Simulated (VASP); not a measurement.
# NaCl (Fm-3m) in VASP: a series of runs, part 2 of 2

VASP 6.6.1. Earlier steps stand in the parts before.

**3. Electric field gradients, PBE (volume scaled by 0.96)**

The input, INCAR:

```
SYSTEM = NaCl
PREC     = Accurate       ! precision mode
ENCUT    = 520            ! plane-wave cutoff, eV
EDIFF    = 1E-8           ! SCF threshold, eV
ISMEAR   = -1             ! smearing method
SIGMA    = 0.03           ! smearing width, eV
LREAL    = .False.        ! projectors in reciprocal space
LASPH    = .True.         ! aspherical terms in the spheres
NELM     = 60             ! most SCF steps
ALGO     = Normal         ! electronic algorithm
ISIF     = 2              ! what is computed and relaxed
LWAVE    = .False.        ! write WAVECAR
LCHARG   = .False.        ! write CHGCAR
GGA      = PE             ! functional
LEFG     = .True.       
NBANDS   = 14             ! bands
```

The input, KPOINTS:

```
Automatic mesh
0
Gamma
  7 7 7
  0 0 0
```

The input, POSCAR:

```
NaCl
1.0
    0.0000000000      2.7934784166      2.7934784166
    2.7934784166      0.0000000000      2.7934784166
    2.7934784166      2.7934784166      0.0000000000
Na Cl
1 1
Direct
    0.0000000000      0.0000000000      0.0000000000
    0.5000000000      0.5000000000      0.5000000000
```

Potentials or basis: VASP PAW PBE potentials, release 64 (Na_pv, Cl).

On the command line:

```sh
> cat potpaw_PBE.64/Na_pv/POTCAR potpaw_PBE.64/Cl/POTCAR > POTCAR
> mpirun -np 1 vasp_std > vasp.out
```

OUTCAR:

```text
SYSTEM = NaCl
   PREC = Accurate
   ENCUT = 520
   EDIFF = 1E-8
   ISMEAR = -1
   LREAL = .False.
   LASPH = .True.
   NELM = 60
   ISIF = 2
   GGA = PE

 ion  position               nearest neighbor table
   1  0.000  0.000  0.000-
   2  0.500  0.500  0.500-

  LATTYP: Found a face centered cubic cell.
 ALAT       =     5.5869568332

  Lattice vectors:

 A1 = (   0.0000000000,   2.7934784166,   2.7934784166)
 A2 = (   2.7934784166,   0.0000000000,   2.7934784166)
 A3 = (   2.7934784166,   2.7934784166,   0.0000000000)

Analysis of symmetry for initial positions (statically):
[... 33 lines left out ...]
                                     Primitive cell

  volume of cell :      43.5979

  direct lattice vectors                    reciprocal lattice vectors
     0.000000000  2.793478417  2.793478417    -0.178988317  0.178988317  0.178988317
     2.793478417  0.000000000  2.793478417     0.178988317 -0.178988317  0.178988317
     2.793478417  2.793478417  0.000000000     0.178988317  0.178988317 -0.178988317

  length of vectors
     3.950575063  3.950575063  3.950575063     0.310016859  0.310016859  0.310016859

  position of ions in fractional coordinates (direct lattice)
[... 8 lines left out ...]
----------------------------------------------------------------------------------------

 KPOINTS: Automatic mesh

Automatic generation of k-mesh.
 Grid dimensions read from file:
 generate k-points for:    7    7    7

 Generating k-lattice:

  Cartesian coordinates                     Fractional coordinates (reciprocal lattice)
    -0.025569760  0.025569760  0.025569760     0.142857143  0.000000000  0.000000000
     0.025569760 -0.025569760  0.025569760     0.000000000  0.142857143  0.000000000
     0.025569760  0.025569760 -0.025569760     0.000000000  0.000000000  0.142857143

  Length of vectors
     0.044288123  0.044288123  0.044288123

  Shift w.r.t. Gamma in fractional coordinates (k-lattice)
     0.000000000  0.000000000  0.000000000

 Subroutine IBZKPT returns following result:
 ===========================================

 Found     20 irreducible k-points:

 Following reciprocal coordinates:
            Coordinates               Weight
  0.000000  0.000000  0.000000      1.000000
  0.142857  0.000000  0.000000      8.000000
  0.285714  0.000000  0.000000      8.000000
  0.428571  0.000000  0.000000      8.000000
  0.142857  0.142857  0.000000      6.000000
  0.285714  0.142857  0.000000     24.000000
[... 12 lines left out ...]
 -0.428571  0.428571  0.142857     24.000000
 -0.285714  0.428571  0.142857     24.000000
   k-points           NKPTS =     20   k-points in BZ     NKDIM =     20   number of bands    NBANDS=     14
   number of dos      NEDOS =    301   number of ions     NIONS =      2
   total plane-waves  NPLWV =  27000
   dimension x,y,z NGX =    30 NGY =   30 NGZ =   30
   dimension x,y,z NGXF=    60 NGYF=   60 NGZF=   60
   ions per type =               1   1
   NGX,Y,Z   is equivalent  to a cutoff of  12.62, 12.62, 12.62 a.u.
   NGXF,Y,Z  is equivalent  to a cutoff of  25.25, 25.25, 25.25 a.u.
 SYSTEM =  NaCl
   PREC   = accura    normal or accurate (medium, high low for compatibility)
   ISTART =      0    job   : 0-new  1-cont  2-samecut
[... 24 lines left out ...]
   IALGO  =     38    algorithm
   IMIX   =      4    mixing-type and parameters
     AMIX     =   0.40;   BMIX     =  1.00
     AMIX_MAG =   1.60;   BMIX_MAG =  1.00
  volume/ion in A,a.u.               =      21.80       147.11
  Fermi-wavevector in a.u.,A,eV,Ry     =   1.121060  2.118496 17.099469  1.256776
  Thomas-Fermi vector in A             =   2.257711
   LORBIT       =      0    0 simple, 1 ext, 2 COOP (PROOUT), +10 PAW based schemes
   GGA     = PE    functional components
   LHFCALC =     F    Hartree Fock is set to
   AEXX    =    0.0000 exact exchange contribution
   IVDW    =     0    specifies the selected vdW correction
   LEPSILON=     F    determine dielectric tensor
   LRPA    =     F    only Hartree local field effects (RPA)
 non-spin polarized calculation
  energy-cutoff  :      520.00
  volume of cell :       43.60
 maximum number of plane-waves:      1211
 NGX is ok and might be reduce to    30
   NGX = 15   NGY = 15   NGZ = 15

 number of electron      14.0000007 magnetization

 Free energy of the ion-electron system (eV)
  ---------------------------------------------------
  ext. energy  EPLUGINS =         0.00000000
  ---------------------------------------------------
  free energy    TOTEN  =        -6.76552049 eV

  energy without entropy =       -6.76552049  energy(sigma->0) =       -6.76552049

 E-fermi :   0.1210     XC(G=0):  -8.2879

 val. band max:       -0.5646693877   @ k =   0.0000   0.0000   0.0000
 cond. band min:       4.6544851975   @ k =   0.0000   0.0000   0.0000
 fundamental gap:      5.2191545852
 Fermi energy:         0.1209929783

 k-point     1 :       0.0000    0.0000    0.0000
  band No.  band energies     occupation
      1     -21.3294      2.00000
      2     -21.3294      2.00000
      3     -21.3294      2.00000
      4     -13.2889      2.00000
      5      -0.5647      2.00000
      6      -0.5647      2.00000
      7      -0.5647      2.00000
      8       4.6545      0.00000
      9      10.5841      0.00000
     10      10.5841      0.00000
     11      10.5841      0.00000
     12      12.7820      0.00000
     13      12.7820      0.00000
     14      14.4367      0.00000
[... 309 lines left out ...]
      1     -21.3470      2.00000
      2     -21.3462      2.00000
      3     -21.3379      2.00000
      4     -12.8596      2.00000
      5      -1.8840      2.00000
      6      -1.8173      2.00000
      7      -1.2105      2.00000
      8       8.2933      0.00000
      9       8.8083      0.00000
     10       9.5844      0.00000
     11      11.3257      0.00000
     12      14.2861      0.00000
     13      14.9773      0.00000
     14      16.8782      0.00000

------------------------ aborting loop because EDIFF is reached ----------------------------------------

  FORCE on cell =-STRESS in cart. coord.  units (eV):
  Direction    XX          YY          ZZ          XY          YZ          ZX
  --------------------------------------------------------------------------------------
  -------------------------------------------------------------------------------------
  Total        0.4181573      0.4181573      0.4181573     -0.0000000     -0.0000000      0.0000000
  in kB       15.3668305     15.3668305     15.3668305     -0.0000000     -0.0000000      0.0000000
  external PRESSURE =      15.3668305 kB  Pullay stress =       0.0000000 kB

 VOLUME and BASIS-vectors are now :
 -----------------------------------------------------------------------------
  energy-cutoff  :      520.00
  volume of cell :       43.60
      direct lattice vectors                 reciprocal lattice vectors
     0.000000000  2.793478417  2.793478417    -0.178988317  0.178988317  0.178988317
     2.793478417  0.000000000  2.793478417     0.178988317 -0.178988317  0.178988317
     2.793478417  2.793478417  0.000000000     0.178988317  0.178988317 -0.178988317

 POSITION                                       TOTAL-FORCE (eV/Angst)
 -----------------------------------------------------------------------------------
      0.00000      0.00000      0.00000        -0.000000      0.000000      0.000000
      2.79348      2.79348      2.79348         0.000000     -0.000000     -0.000000
 -----------------------------------------------------------------------------------
    total drift:                               -0.000000      0.000000      0.000000

  FREE ENERGIE OF THE ION-ELECTRON SYSTEM (eV)
  ---------------------------------------------------
  free  energy   TOTEN  =        -6.7655204886 eV

  energy  without entropy=       -6.7655204886  energy(sigma->0) =       -6.76552049

 Electric field gradients (V/A^2)
---------------------------------------------------------------------
 ion       V_xx      V_yy      V_zz      V_xy      V_xz      V_yz
---------------------------------------------------------------------
   1      -0.000     0.000    -0.000    -0.001    -0.001    -0.001
   2      -0.000    -0.000     0.000    -0.000    -0.000    -0.000
---------------------------------------------------------------------

 Electric field gradients after diagonalization (V/A^2)
 (convention: |V_zz| > |V_xx| > |V_yy|)
----------------------------------------------------------------------
 ion       V_xx      V_yy      V_zz     asymmetry (V_yy - V_xx)/ V_zz
----------------------------------------------------------------------
   1       0.001     0.001    -0.002       0.000
   2       0.000     0.000    -0.001       0.000
----------------------------------------------------------------------

           NMR quadrupolar parameters

 Cq : quadrupolar parameter    Cq=e*Q*V_zz/h
 eta: asymmetry parameters     (V_yy - V_xx)/ V_zz
 Q  : nuclear electric quadrupole moment in mb (millibarn)
----------------------------------------------------------------------
 ion       Cq(MHz)       eta       Q (mb)
----------------------------------------------------------------------
   1      -0.000       0.000       1.000
   2      -0.000       0.000       1.000
----------------------------------------------------------------------
```

Run time: 8.3 s. Hardware: 1 thread of AMD EPYC 9R45 (Zen 5), shared host; peak memory 0.13 GiB.

Results:

| Property | Result |
| --- | --- |
| Free energy | -6.7655 eV |
| Pressure | 1.5 GPa |
| Band gap on the k mesh | 5.22 eV, direct |

Caveat: without QUAD_EFG the Cq values of the log hold for a quadrupole moment of 1 mb, not for the nuclei.

**4. Electric field gradients, PBE (volume scaled by 0.96)**

The input, INCAR:

```
ALGO = Normal ; EDIFF = 1E-8
ENCUT = 520 ; GGA = PE
ISIF = 2 ; ISMEAR = -1
LASPH = True ; LCHARG = False
LEFG = True ; LREAL = False
LWAVE = False ; NBANDS = 14
NELM = 60 ; PREC = Accurate
SIGMA = 0.03
```

The input, KPOINTS:

```
k-points
0
Gamma
  7 7 7
```

POSCAR is that of step 3.

Potentials or basis: VASP PAW PBE potentials, release 64 (Na_pv, Cl).

On the command line:

```sh
> cat potpaw_PBE.64/Na_pv/POTCAR potpaw_PBE.64/Cl/POTCAR > POTCAR
> mpirun -np 1 vasp_std > vasp.out
```

OUTCAR:

```text
EDIFF = 1E-8
   ENCUT = 520
   GGA = PE
   ISIF = 2
   ISMEAR = -1
   LASPH = True
   LREAL = False
   NELM = 60
   PREC = Accurate

 ion  position               nearest neighbor table
   1  0.000  0.000  0.000-
   2  0.500  0.500  0.500-

  LATTYP: Found a face centered cubic cell.
 ALAT       =     5.5869568332

  Lattice vectors:

 A1 = (   0.0000000000,   2.7934784166,   2.7934784166)
 A2 = (   2.7934784166,   0.0000000000,   2.7934784166)
 A3 = (   2.7934784166,   2.7934784166,   0.0000000000)

Analysis of symmetry for initial positions (statically):
[... 33 lines left out ...]
                                     Primitive cell

  volume of cell :      43.5979

  direct lattice vectors                    reciprocal lattice vectors
     0.000000000  2.793478417  2.793478417    -0.178988317  0.178988317  0.178988317
     2.793478417  0.000000000  2.793478417     0.178988317 -0.178988317  0.178988317
     2.793478417  2.793478417  0.000000000     0.178988317  0.178988317 -0.178988317

  length of vectors
     3.950575063  3.950575063  3.950575063     0.310016859  0.310016859  0.310016859

  position of ions in fractional coordinates (direct lattice)
[... 8 lines left out ...]
----------------------------------------------------------------------------------------

 KPOINTS: k-points

Automatic generation of k-mesh.
 Grid dimensions read from file:
 generate k-points for:    7    7    7

 Generating k-lattice:

  Cartesian coordinates                     Fractional coordinates (reciprocal lattice)
    -0.025569760  0.025569760  0.025569760     0.142857143  0.000000000  0.000000000
     0.025569760 -0.025569760  0.025569760     0.000000000  0.142857143  0.000000000
[... 435 lines left out ...]
      3     -21.3379      2.00000
      4     -12.8596      2.00000
      5      -1.8840      2.00000
      6      -1.8173      2.00000
      7      -1.2105      2.00000
      8       8.2933      0.00000
      9       8.8083      0.00000
     10       9.5844      0.00000
     11      11.3257      0.00000
     12      14.2861      0.00000
     13      14.9773      0.00000
     14      16.8782      0.00000

------------------------ aborting loop because EDIFF is reached ----------------------------------------

  FORCE on cell =-STRESS in cart. coord.  units (eV):
  Direction    XX          YY          ZZ          XY          YZ          ZX
  --------------------------------------------------------------------------------------
  -------------------------------------------------------------------------------------
  Total        0.4181573      0.4181573      0.4181573     -0.0000000     -0.0000000      0.0000000
  in kB       15.3668305     15.3668305     15.3668305     -0.0000000     -0.0000000      0.0000000
  external PRESSURE =      15.3668305 kB  Pullay stress =       0.0000000 kB

 VOLUME and BASIS-vectors are now :
 -----------------------------------------------------------------------------
  energy-cutoff  :      520.00
  volume of cell :       43.60
      direct lattice vectors                 reciprocal lattice vectors
     0.000000000  2.793478417  2.793478417    -0.178988317  0.178988317  0.178988317
     2.793478417  0.000000000  2.793478417     0.178988317 -0.178988317  0.178988317
     2.793478417  2.793478417  0.000000000     0.178988317  0.178988317 -0.178988317

 POSITION                                       TOTAL-FORCE (eV/Angst)
 -----------------------------------------------------------------------------------
      0.00000      0.00000      0.00000        -0.000000      0.000000      0.000000
      2.79348      2.79348      2.79348         0.000000     -0.000000     -0.000000
 -----------------------------------------------------------------------------------
    total drift:                               -0.000000      0.000000      0.000000

  FREE ENERGIE OF THE ION-ELECTRON SYSTEM (eV)
  ---------------------------------------------------
  free  energy   TOTEN  =        -6.7655204886 eV

  energy  without entropy=       -6.7655204886  energy(sigma->0) =       -6.76552049

 Electric field gradients (V/A^2)
---------------------------------------------------------------------
 ion       V_xx      V_yy      V_zz      V_xy      V_xz      V_yz
---------------------------------------------------------------------
   1      -0.000     0.000    -0.000    -0.001    -0.001    -0.001
   2      -0.000    -0.000     0.000    -0.000    -0.000    -0.000
---------------------------------------------------------------------

 Electric field gradients after diagonalization (V/A^2)
 (convention: |V_zz| > |V_xx| > |V_yy|)
----------------------------------------------------------------------
 ion       V_xx      V_yy      V_zz     asymmetry (V_yy - V_xx)/ V_zz
----------------------------------------------------------------------
   1       0.001     0.001    -0.002       0.000
   2       0.000     0.000    -0.001       0.000
----------------------------------------------------------------------

           NMR quadrupolar parameters

 Cq : quadrupolar parameter    Cq=e*Q*V_zz/h
 eta: asymmetry parameters     (V_yy - V_xx)/ V_zz
 Q  : nuclear electric quadrupole moment in mb (millibarn)
----------------------------------------------------------------------
 ion       Cq(MHz)       eta       Q (mb)
----------------------------------------------------------------------
   1      -0.000       0.000       1.000
   2      -0.000       0.000       1.000
----------------------------------------------------------------------
```

OSZICAR:

```text
N       E                     dE             d eps       ncg     rms          rms(c)
DAV:   1     0.100060527840E+03    0.10006E+03   -0.70059E+03   560   0.104E+03
DAV:   2     0.120217272237E+01   -0.98858E+02   -0.91841E+02   638   0.279E+02
DAV:   3    -0.683456945847E+01   -0.80367E+01   -0.79876E+01   728   0.733E+01
DAV:   4    -0.695602266233E+01   -0.12145E+00   -0.12140E+00   650   0.956E+00
DAV:   5    -0.695860463997E+01   -0.25820E-02   -0.25816E-02   768   0.144E+00    0.216E+00
DAV:   6    -0.677151697473E+01    0.18709E+00   -0.30685E-01   696   0.328E+00    0.162E+00
DAV:   7    -0.676005440292E+01    0.11463E-01   -0.80562E-02   772   0.165E+00    0.110E+00
DAV:   8    -0.676553985125E+01   -0.54854E-02   -0.96779E-03   602   0.855E-01    0.303E-01
DAV:   9    -0.676542099780E+01    0.11885E-03   -0.21358E-04   704   0.114E-01    0.161E-01
DAV:  10    -0.676552946406E+01   -0.10847E-03   -0.29234E-04   632   0.138E-01    0.618E-02
DAV:  11    -0.676552006918E+01    0.93949E-05   -0.17610E-05   734   0.401E-02    0.141E-02
DAV:  12    -0.676552016142E+01   -0.92241E-07   -0.22377E-06   644   0.144E-02    0.153E-03
DAV:  13    -0.676552068825E+01   -0.52683E-06   -0.29116E-07   662   0.358E-03    0.352E-03
DAV:  14    -0.676552048429E+01    0.20396E-06   -0.51289E-08   710   0.125E-03    0.391E-04
DAV:  15    -0.676552048861E+01   -0.43215E-08   -0.10638E-09   430   0.248E-04
   1 F= -.67655205E+01 E0= -.67655205E+01  d E =-.323806E-11
```

stdout:

```text
POSCAR found type information on POSCAR NaCl
 POSCAR found :  2 types and       2 ions
 scaLAPACK will be used
 LDA part: xc-table for (Slater+PW92), standard interpolation
 POSCAR, INCAR and KPOINTS ok, starting setup
 FFT: planning ... GRIDC
 FFT: planning ... GRID_SOFT
 FFT: planning ... GRID
 WAVECAR not read
 entering main loop
ion   1

ion   2
```

It took 8.1 s on 1 thread of AMD EPYC 9R45 (Zen 5), shared host; peak memory 0.13 GiB.

Results:

* Free energy: -6.7655 eV
* Pressure: 1.5 GPa
* Band gap on the k mesh: 5.22 eV, direct

Caveat: without QUAD_EFG the Cq values of the log hold for a quadrupole moment of 1 mb, not for the nuclei.
